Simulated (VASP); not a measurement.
## Al (a cell with a defect): single point with LDA

System: Al (a cell with a defect).

```
CELL_PARAMETERS angstrom
8.10000 0.00000 0.00000
0.00000 8.10000 0.00000
0.00000 0.00000 8.10000
ATOMIC_POSITIONS crystal
Al 0.50156 0.00216 0.99980
Al 0.75308 0.24983 0.99503
Al 0.75554 0.02787 0.24881
Al 0.00452 0.00602 0.00031
Al 0.25147 0.24979 0.99956
Al 0.50148 0.49733 0.99978
Al 0.75750 0.74994 0.94319
Al 0.25248 0.99396 0.26193
Al 0.49006 0.24981 0.24270
Al 0.75566 0.47174 0.24880
Al 0.50750 0.03965 0.50847
Al 0.75202 0.24980 0.50359
Al 0.75116 0.01056 0.74712
Al 0.00452 0.49358 0.00031
Al 0.26179 0.74989 0.01945
Al 0.01592 0.24976 0.24499
Al 0.25232 0.50583 0.26200
Al 0.58766 0.74968 0.20092
Al 0.98917 0.02893 0.50344
Al 0.24697 0.24989 0.50617
Al 0.50767 0.46024 0.50838
Al 0.76230 0.74971 0.51134
Al 0.25061 0.00284 0.75040
Al 0.49817 0.24982 0.76594
Al 0.75126 0.48908 0.74727
Al 0.95673 0.74973 0.21253
Al 0.98912 0.47076 0.50354
Al 0.12193 0.74982 0.48224
Al 0.00294 0.24981 0.75830
Al 0.25068 0.49674 0.75041
Al 0.48970 0.74986 0.75951
Al 0.02242 0.74977 0.77689
Al 0.41790 0.75001 0.44947
```

* Program: VASP 6.6.1
* Task: single point
* Functional: LDA
* Potentials or basis: VASP PAW LDA potentials, release 64 (Al)
* Cutoff: 520 eV
* k mesh: 2 × 2 × 2
* Occupations: gaussian, width 0.1 eV
* Spin: no spin polarisation

- Pressure: 1.6 GPa
- Largest force: 0.176 eV/Å
- Band gap on the k mesh: zero (an odd number of electrons rules out a gap without spin polarisation)

Forces on the atoms (eV/Å):
```
Al  -0.014  0.021 -0.015
Al   0.000 -0.002 -0.006
Al   0.003 -0.036 -0.015
Al   0.011 -0.009 -0.007
Al   0.013  0.001 -0.009
Al  -0.012 -0.015 -0.013
Al   0.048 -0.002  0.102
Al   0.009 -0.029  0.001
Al   0.024  0.002 -0.009
Al   0.002  0.032 -0.014
Al   0.017  0.026 -0.011
Al   0.009  0.002 -0.021
Al   0.015 -0.024  0.013
Al   0.013  0.009 -0.008
Al  -0.016 -0.002 -0.012
Al  -0.002  0.002 -0.006
Al   0.013  0.028  0.001
Al  -0.176  0.001  0.004
Al  -0.010  0.010 -0.015
Al   0.018  0.000 -0.008
Al   0.014 -0.025 -0.010
Al   0.013  0.002 -0.023
Al   0.022 -0.018 -0.009
Al   0.017  0.001 -0.002
Al   0.010  0.025  0.011
Al  -0.044  0.003 -0.045
Al  -0.009 -0.012 -0.018
Al  -0.030  0.000 -0.027
Al   0.002 -0.002  0.006
Al   0.023  0.019 -0.009
Al   0.049 -0.003  0.070
Al  -0.034  0.000 -0.017
Al   0.003 -0.005  0.120
```

Stress tensor (GPa, compression positive):
```
 0.97  0.00 -0.67
 0.00  2.52  0.00
-0.67  0.00  1.26
```

Levels at points of the mesh, in eV from the Fermi level:
```csv
k point,band 46,band 47,band 48,band 49,band 50,band 51,band 52,band 53
"(0.00, 0.00, 0.00)",-0.25,0.06,0.14,0.30,0.41,0.55,0.57,0.67
"(0.50, 0.00, 0.00)",-0.36,-0.32,-0.28,-0.22,-0.14,0.07,0.20,0.65
"(0.00, 0.50, 0.00)",-0.33,-0.30,-0.27,-0.23,-0.04,0.10,0.27,0.66
"(0.00, 0.00, 0.50)",-0.32,-0.25,-0.15,-0.12,-0.01,0.03,0.05,0.47
"(0.50, 0.50, 0.00)",-0.53,-0.44,-0.41,0.55,0.74,0.76,0.79,0.94
"(0.00, 0.50, 0.50)",-0.56,-0.48,-0.40,0.52,0.65,0.81,0.88,0.93
"(0.50, 0.00, 0.50)",-0.53,-0.50,-0.29,0.63,0.65,0.83,0.86,0.96
"(0.50, 0.50, 0.50)",-0.67,-0.66,-0.55,-0.53,-0.50,-0.45,-0.38,-0.29
```

Run time: 5.7 min on 1 thread of Intel(R) Xeon(R) Platinum 8375C CPU @ 2.90GHz (Ice Lake), on a shared host, peak memory 0.46 GiB.

Caveat: the k points lie up to 0.39 Å⁻¹ apart, too coarse for converged energies and pressures of a metal.
